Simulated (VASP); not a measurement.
A run of VASP 6.6.1 is set up as follows.

The input INCAR:

```
SYSTEM = InGa2As3
PREC     = Accurate       ! precision mode
ENCUT    = 600            ! plane-wave cutoff, eV
EDIFF    = 1E-6           ! SCF threshold, eV
ISMEAR   = 0              ! smearing method
SIGMA    = 0.2            ! smearing width, eV
LREAL    = .False.        ! projectors in reciprocal space
LASPH    = .True.         ! aspherical terms in the spheres
NELM     = 80             ! most SCF steps
ALGO     = Normal         ! electronic algorithm
ISIF     = 3              ! what is computed and relaxed
LWAVE    = .False.        ! write WAVECAR
LCHARG   = .False.        ! write CHGCAR
GGA      = PE             ! functional
IBRION   = 2              ! ionic algorithm
NSW      = 36             ! ionic steps
EDIFFG   = -0.08          ! ionic threshold
```

The input KPOINTS:

```
regular mesh
0
Gamma
  3 3 3
  0 0 0
```

Contents of POSCAR:

```
InGa2As3
1.0
    6.1400000000     -3.5450000000      0.0000000000
    6.1400000000      3.5450000000      0.0000000000
    0.0000000000      0.0000000000      6.6900000000
In Ga As
2 4 6
Direct
    0.1666700000      0.8333300000      0.5000000000
    0.8333300000      0.1666700000      0.0000000000
    0.5000000000      0.1666600000      0.5000000000
    0.8333400000      0.5000000000      0.5000000000
    0.5000000000      0.8333400000      0.0000000000
    0.1666600000      0.5000000000      0.0000000000
    0.5000000000      0.8333400000      0.3750000000
    0.8333300000      0.1666700000      0.3750000000
    0.1666600000      0.5000000000      0.3750000000
    0.5000000000      0.1666600000      0.8750000000
    0.8333400000      0.5000000000      0.8750000000
    0.1666700000      0.8333300000      0.8750000000
```

Potentials or basis: VASP PAW PBE potentials, release 64 (In_d, Ga_d, As).

The run is started by

```console
$ cat potpaw_PBE.64/In_d/POTCAR potpaw_PBE.64/Ga_d/POTCAR potpaw_PBE.64/As/POTCAR > POTCAR
$ mpirun -np 1 vasp_std > vasp.out
```

(1) Predict the relaxed volume.

(2) Predict the relaxed cell.

Results:

(1) 25.61 Å³/atom.

(2) a = 7.198 Å, b = 7.198 Å, c = 6.848 Å, α = 90.00°, β = 90.00°, γ = 60.02°.
